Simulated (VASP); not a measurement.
# Ga2BAs3 (I4/mmm) in VASP: a series of runs

The runs below take Ga2BAs3 through single point, with PBE.

Program: VASP 6.6.1. These are calculated values, not measurements. Logs are shortened: lines on timing, memory, paths and dates and some standing lists are left out, and cuts for length are marked.

### Step 1. The cell of the first run

The structure is tetragonal, space group I4/mmm (No. 139). Conventional cell: a = 5.007 Å, b = 5.007 Å, c = 10.464 Å, α = 90.00°, β = 90.00°, γ = 90.00°. Ga (site symmetry -4m2) has 6 As at 2.62 to 3.62 Å and 4 Ga at 3.54 Å and 4 B at 3.62 Å within 3.7 Å. Within 3.3 Å of B (site symmetry 4/mmm) lie 4 As at 2.50 Å. As (site symmetry mmm) has 2 B at 2.50 Å and 2 As at 2.50 Å and 2 Ga at 2.62 Å within 3.3 Å. As (site symmetry 4/mmm) has 4 As at 2.50 Å within 3.3 Å.

The cell was generated, and may not be a known phase.

### Step 2. Single point, PBE

Contents of INCAR:

```
SYSTEM = Ga2BAs3
  PREC = Accurate
  ENCUT = 500
  EDIFF = 1E-6
  ISMEAR = 0
  SIGMA = 0.2
  LREAL = .False.
  LASPH = .True.
  NELM = 120
  ALGO = Normal
  ISIF = 2
  LWAVE = .False.
  LCHARG = .True.
  GGA = PE
  LELF = .True.
  LVHAR = .True.
  NBANDS = 31
  GGA_COMPAT = .False.
```

Contents of KPOINTS:

```
regular mesh
0
Gamma
  4 4 4
  0 0 0
```

Contents of POSCAR:

```
Ga2BAs3
1.0
   -2.5033413665      2.5033413665      5.2320041031
    2.5033413665     -2.5033413665      5.2320041031
    2.5033413665      2.5033413665     -5.2320041031
Ga B As
2 1 3
Direct
    0.7500000000      0.2500000000      0.5000000000
    0.2500000000      0.7500000000      0.5000000000
    0.0000000000      0.0000000000      0.0000000000
    0.5000000000      0.0000000000      0.5000000000
    0.0000000000      0.5000000000      0.5000000000
    0.5000000000      0.5000000000      0.0000000000
```

Potentials or basis: VASP PAW PBE potentials, release 64 (Ga_d, B, As).

Launch:

```
$ cat potpaw_PBE.64/Ga_d/POTCAR potpaw_PBE.64/B/POTCAR potpaw_PBE.64/As/POTCAR > POTCAR
$ mpirun -np 1 vasp_std > vasp.out
```

OUTCAR:

```text
SYSTEM = Ga2BAs3
   PREC = Accurate
   ENCUT = 500
   EDIFF = 1E-6
   ISMEAR = 0
   LREAL = .False.
   LASPH = .True.
   NELM = 120
   ISIF = 2
   GGA = PE

 ion  position               nearest neighbor table
   1  0.750  0.250  0.500-   4 2.62   5 2.62
   2  0.250  0.750  0.500-   4 2.62   5 2.62
   3  0.000  0.000  0.000-   4 2.50   5 2.50   5 2.50   4 2.50
   4  0.500  0.000  0.500-   3 2.50   6 2.50   6 2.50   3 2.50   1 2.62   2 2.62
   5  0.000  0.500  0.500-   3 2.50   6 2.50   3 2.50   6 2.50   1 2.62   2 2.62
   6  0.500  0.500  0.000-   4 2.50   5 2.50   4 2.50   5 2.50

  LATTYP: Found a body centered tetragonal cell.
 ALAT       =     5.0066827330
 C/A-ratio  =     2.0900082478

  Lattice vectors:

 A1 = (  -2.5033413665,   2.5033413665,   5.2320041031)
 A2 = (   2.5033413665,  -2.5033413665,   5.2320041031)
 A3 = (   2.5033413665,   2.5033413665,  -5.2320041031)

Analysis of symmetry for initial positions (statically):
=====================================================================
 Subroutine PRICEL returns:
 Original cell was already a primitive cell.

 Routine SETGRP: Setting up the symmetry group for a
 body centered tetragonal supercell.

 Subroutine GETGRP returns: Found 16 space group operations
 (whereof 16 operations were pure point group operations)
 out of a pool of 16 trial point group operations.

The static configuration has the point symmetry D_4h.

Analysis of symmetry for dynamics (positions and initial velocities):
=====================================================================
 Subroutine PRICEL returns:
 Original cell was already a primitive cell.

 Routine SETGRP: Setting up the symmetry group for a
 body centered tetragonal supercell.

 Subroutine GETGRP returns: Found 16 space group operations
 (whereof 16 operations were pure point group operations)
 out of a pool of 16 trial point group operations.

The dynamic configuration has the point symmetry D_4h.

 Subroutine INISYM returns: Found 16 space group operations
 (whereof 16 operations are pure point group operations),
 and found     1 'primitive' translations

----------------------------------------------------------------------------------------

                                     Primitive cell

  volume of cell :     131.1500

  direct lattice vectors                    reciprocal lattice vectors
[... 85 lines left out ...]
   EDIFFG = 0.1E-04   stopping-criterion for IOM
   NSW    =      0    number of steps for IOM
   IBRION =     -1    ionic relax: 0-MD 1-quasi-New 2-CG
   NFREE  =      0    steps in history (QN), initial steepest desc. (CG)
   ISIF   =      2    stress and relaxation
   ISYM   =      2    0-nonsym 1-usesym 2-fastsym
   POTIM  = 0.5000    time-step for ionic-motion
   TEBEG  =    0.0;   TEEND  =   0.0 temperature during run
   PSTRESS=    0.0 pullay stress
   NELECT =      44.0000    total number of electrons
   NUPDOWN=      -1.0000    fix difference up-down
   EMIN   =  10.00;   EMAX   =-10.00  energy-range for DOS
   EFERMI =   0.00;   METHOD = LEGACY
   ISMEAR =     0;   SIGMA  =   0.20  broadening in eV -4-tet -1-fermi 0-gaus
   EFERMI_NEDOS =   21; number of points for ismear=-14 and -15
   IALGO  =     38    algorithm
   IMIX   =      4    mixing-type and parameters
     AMIX     =   0.40;   BMIX     =  1.00
     AMIX_MAG =   1.60;   BMIX_MAG =  1.00
  volume/ion in A,a.u.               =      21.86       147.51
  Fermi-wavevector in a.u.,A,eV,Ry     =   1.137548  2.149654 17.606143  1.294015
  Thomas-Fermi vector in A             =   2.274253
   LORBIT       =      0    0 simple, 1 ext, 2 COOP (PROOUT), +10 PAW based schemes
   GGA     = PE    functional components
   LHFCALC =     F    Hartree Fock is set to
   AEXX    =    0.0000 exact exchange contribution
   IVDW    =     0    specifies the selected vdW correction
   LEPSILON=     F    determine dielectric tensor
   LRPA    =     F    only Hartree local field effects (RPA)
 non-spin polarized calculation
 Gauss-broadening in eV      SIGMA  =   0.20
  energy-cutoff  :      500.00
  volume of cell :      131.15
 maximum number of plane-waves:      3353
 NGX is ok and might be reduce to    48
   NGX = 23   NGY = 23   NGZ = 23

 number of electron      43.9999992 magnetization

 Free energy of the ion-electron system (eV)
  ---------------------------------------------------
  ext. energy  EPLUGINS =         0.00000000
  ---------------------------------------------------
  free energy    TOTEN  =       -21.39857432 eV

  energy without entropy =      -21.26447988  energy(sigma->0) =      -21.33152710

 E-fermi :   3.9706     XC(G=0):  -9.6122

 val. band max:        3.9455209776   @ k =   0.5000   0.2500   0.0000
 cond. band min:       4.0225007448   @ k =  -0.2500  -0.2500   0.2500
 fundamental gap:      0.0769797673
 Fermi energy:         3.9706045371

 k-point     1 :       0.0000    0.0000    0.0000
  band No.  band energies     occupation
      1     -11.2477      2.00000
      2     -11.1547      2.00000
      3     -11.1299      2.00000
      4     -11.1016      2.00000
      5     -11.0925      2.00000
      6     -11.0810      2.00000
[... 431 lines left out ...]
     30       8.4859      0.00000
     31       8.6562      0.00000

------------------------ aborting loop because EDIFF is reached ----------------------------------------

  FORCE on cell =-STRESS in cart. coord.  units (eV):
  Direction    XX          YY          ZZ          XY          YZ          ZX
  --------------------------------------------------------------------------------------
  -------------------------------------------------------------------------------------
  Total        0.1026404      0.1026404      0.2374955      0.0000000     -0.0000000     -0.0000000
  in kB        1.2538935      1.2538935      2.9013342      0.0000000     -0.0000000     -0.0000000
  external PRESSURE =       1.8030404 kB  Pullay stress =       0.0000000 kB

 VOLUME and BASIS-vectors are now :
 -----------------------------------------------------------------------------
  energy-cutoff  :      500.00
  volume of cell :      131.15
      direct lattice vectors                 reciprocal lattice vectors
    -2.503341366  2.503341366  5.232004103     0.000000000  0.199733047  0.095565674
     2.503341366 -2.503341366  5.232004103     0.199733047  0.000000000  0.095565674
     2.503341366  2.503341366 -5.232004103     0.199733047  0.199733047  0.000000000

 POSITION                                       TOTAL-FORCE (eV/Angst)
 -----------------------------------------------------------------------------------
      0.00000      2.50334      2.61600         0.000000     -0.000000     -0.000000
      2.50334      0.00000      2.61600         0.000000      0.000000      0.000000
      0.00000      0.00000      0.00000        -0.000000      0.000000      0.000000
      0.00000      2.50334      0.00000        -0.000000      0.000000      0.000000
      2.50334      0.00000      0.00000        -0.000000      0.000000      0.000000
      0.00000      0.00000      5.23200        -0.000000      0.000000      0.000000
 -----------------------------------------------------------------------------------
    total drift:                                0.000000     -0.000000      0.000000

  FREE ENERGIE OF THE ION-ELECTRON SYSTEM (eV)
  ---------------------------------------------------
  free  energy   TOTEN  =       -21.3985743216 eV

  energy  without entropy=      -21.2644798845  energy(sigma->0) =      -21.33152710
```

OSZICAR:

```text
N       E                     dE             d eps       ncg     rms          rms(c)
DAV:   1     0.310829545088E+03    0.31083E+03   -0.19440E+04   855   0.175E+03
DAV:   2     0.167909372486E+02   -0.29404E+03   -0.28156E+03   890   0.449E+02
DAV:   3    -0.201608375040E+02   -0.36952E+02   -0.35738E+02   961   0.118E+02
DAV:   4    -0.218281466745E+02   -0.16673E+01   -0.16292E+01  1001   0.255E+01
DAV:   5    -0.218696094363E+02   -0.41463E-01   -0.41412E-01   941   0.382E+00    0.527E+00
DAV:   6    -0.214090112701E+02    0.46060E+00   -0.14116E+00  1050   0.934E+00    0.269E+00
DAV:   7    -0.214029921642E+02    0.60191E-02   -0.15899E-01   900   0.181E+00    0.154E+00
DAV:   8    -0.213986464690E+02    0.43457E-02   -0.19578E-02  1118   0.817E-01    0.428E-01
DAV:   9    -0.213985155088E+02    0.13096E-03   -0.40080E-03   994   0.316E-01    0.877E-02
DAV:  10    -0.213985550089E+02   -0.39500E-04   -0.61571E-04   978   0.140E-01    0.386E-02
DAV:  11    -0.213985681192E+02   -0.13110E-04   -0.82846E-05   968   0.572E-02    0.220E-02
DAV:  12    -0.213985746791E+02   -0.65599E-05   -0.16849E-05   972   0.213E-02    0.320E-03
DAV:  13    -0.213985743216E+02    0.35743E-06   -0.29864E-06   741   0.147E-02
   1 F= -.21398574E+02 E0= -.21331527E+02  d E =-.134094E+00
```

stdout:

```text
POSCAR found type information on POSCAR GaB As
 POSCAR found :  3 types and       6 ions
 scaLAPACK will be used
 LDA part: xc-table for (Slater+PW92), standard interpolation
 POSCAR, INCAR and KPOINTS ok, starting setup
 FFT: planning ... GRIDC
 FFT: planning ... GRID_SOFT
 FFT: planning ... GRID
 WAVECAR not read
 entering main loop
```

Wall time 2.3 min (1 thread of Intel Xeon 8259CL, shared host); peak memory 0.31 GiB.

What came out:

```
Free energy            : -21.3986 eV
Pressure               : 0.2 GPa
Band gap on the k mesh : zero (bands 22 and 23 overlap by 0.68 eV)
```

Levels at points of the mesh, in eV from the Fermi level:
| k point | band 19 | band 20 | band 21 | band 22 | band 23 | band 24 | band 25 | band 26 |
| --- | --- | --- | --- | --- | --- | --- | --- | --- |
| (0.00, 0.00, 0.00) | -2.98 | -2.56 | -2.56 | -0.24 | -0.24 | -0.24 | 2.54 | 3.15 |
| (0.50, 0.00, 0.00) | -1.74 | -1.38 | -0.54 | -0.25 | -0.21 | 0.38 | 1.69 | 1.82 |
| (0.50, 0.50, 0.00) | -0.70 | -0.51 | -0.46 | 0.34 | 0.43 | 0.56 | 1.70 | 1.79 |
| (0.50, 0.50, 0.50) | -2.58 | -2.47 | -2.47 | -0.49 | 0.78 | 1.12 | 1.12 | 2.20 |

Caveat: semilocal functionals underestimate gaps, and a narrow one can read as zero.

### Step 3. Single point, PBE

This run uses another cell than the first one, of 21.90 Å³/atom.

Contents of INCAR:

```
ALGO     = Normal         # electronic algorithm
EDIFF    = 1E-6           # SCF threshold, eV
ENCUT    = 500            # plane-wave cutoff, eV
GGA      = PE             # functional
GGA_COMPAT= False        
ISIF     = 2              # what is computed and relaxed
ISMEAR   = 0              # smearing method
LASPH    = True           # aspherical terms in the spheres
LCHARG   = False          # write CHGCAR
LREAL    = False          # projectors in reciprocal space
LWAVE    = False          # write WAVECAR
NBANDS   = 31             # bands
NELM     = 120            # most SCF steps
PREC     = Accurate       # precision mode
SIGMA    = 0.2            # smearing width, eV
```

Contents of KPOINTS:

```
k-points
0
Gamma
  5 5 5
```

Contents of POSCAR:

```
Ga2BAs3
1.0
   -2.5020894845      2.5020894845      5.2481431887
    2.5020894845     -2.5020894845      5.2481431887
    2.5020894845      2.5020894845     -5.2481431887
Ga B As
2 1 3
Direct
    0.7500000000      0.2500000000      0.5000000000
    0.2500000000      0.7500000000      0.5000000000
    0.5000000000      0.5000000000      0.0000000000
    0.5000000000      0.0000000000      0.5000000000
    0.0000000000      0.5000000000      0.5000000000
    0.0000000000      0.0000000000      0.0000000000
```

Potentials or basis: VASP PAW PBE potentials, release 64 (Ga_d, B, As).

Launch:

```
$ cat potpaw_PBE.64/Ga_d/POTCAR potpaw_PBE.64/B/POTCAR potpaw_PBE.64/As/POTCAR > POTCAR
$ mpirun -np 1 vasp_std > vasp.out
```

It took 3 min on 1 thread of Intel Xeon 8259CL, shared host; peak memory 0.32 GiB.

It converged, with:

```
Free energy            : -22.0955 eV
Pressure               : 0.3 GPa
Band gap on the k mesh : zero (bands 22 and 23 overlap by 1.24 eV)
```

Stress tensor (GPa, compression positive):
```
0.02 0.00 0.00
0.00 0.02 0.00
0.00 0.00 0.85
```

Levels at points of the mesh, in eV from the Fermi level:
```csv
k point,band 18,band 19,band 20,band 21,band 22,band 23,band 24,band 25,band 26,band 27
"(0.00, 0.00, 0.00)",-5.15,-2.78,-2.35,-2.35,-0.18,-0.18,-0.13,2.69,3.22,4.40
```

The gap in the log of VASP goes by the Fermi energy; the results here count the filled bands.